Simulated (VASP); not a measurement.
A run of VASP 6.6.1 is set up as follows.

The input POSCAR:

```
Ge
1.0
    3.8757792404      0.0000000000      0.0000000000
   -1.9378896202      3.3565232816      0.0000000000
    0.0000000000      0.0000000000      6.7017516230
Ge
4
Direct
    0.6666666667      0.3333333333      0.0629814339
    0.3333333333      0.6666666667      0.5629814339
    0.6666666667      0.3333333333      0.4370185661
    0.3333333333      0.6666666667      0.9370185661
```

The input INCAR.step1:

```
SYSTEM = Ge
  ALGO = Normal
  EDIFF = 1E-4
  ENCUT = 520
  GGA = PE
  ISMEAR = 0
  LASPH = .TRUE.
  LCHARG = .FALSE.
  LREAL = .FALSE.
  LWAVE = .TRUE.
  NBANDS = 36
  NELM = 60
  PREC = Accurate
  SIGMA = 0.03
```

The input INCAR.step2:

```
SYSTEM = Ge
  ALGO = Normal
  EDIFF = 1E-6
  ENCUT = 520
  ISIF = 2
  ISMEAR = 0
  ISTART = 1
  LASPH = .TRUE.
  LCHARG = .FALSE.
  LMIXTAU = .TRUE.
  LREAL = .FALSE.
  LWAVE = .FALSE.
  METAGGA = R2SCAN
  NBANDS = 36
  NELM = 60
  PREC = Accurate
  SIGMA = 0.03
```

KPOINTS

```
k-points
0
G
  12 12 6
  0 0 0
```

Potentials or basis: VASP PAW PBE potentials, release 64 (Ge_d).

Run with:

```console
$ cat potpaw_PBE.64/Ge_d/POTCAR > POTCAR
$ cp INCAR.step1 INCAR
$ mpirun -np 1 vasp_std > vasp.out
$ cp INCAR.step2 INCAR
$ mpirun -np 1 vasp_std > vasp.out
```

**Question.** Estimate the band gap on the k mesh.

**Answer.** 0.31 eV, indirect (the least direct gap lies 2.2 meV higher).

**Question.** Estimate the pressure.

**Answer.** 4.0 GPa.

Stress tensor (GPa, compression positive):
```
 7.08  0.00  0.00
 0.00  7.08  0.00
 0.00  0.00 -2.23
```

Caveat: the cell differs from its parent crystal (strain -0.030 along x and y, +0.015 along z); the PAW data sets were made with another functional, which shifts forces and pressure a little. A k mesh can miss the band edges.
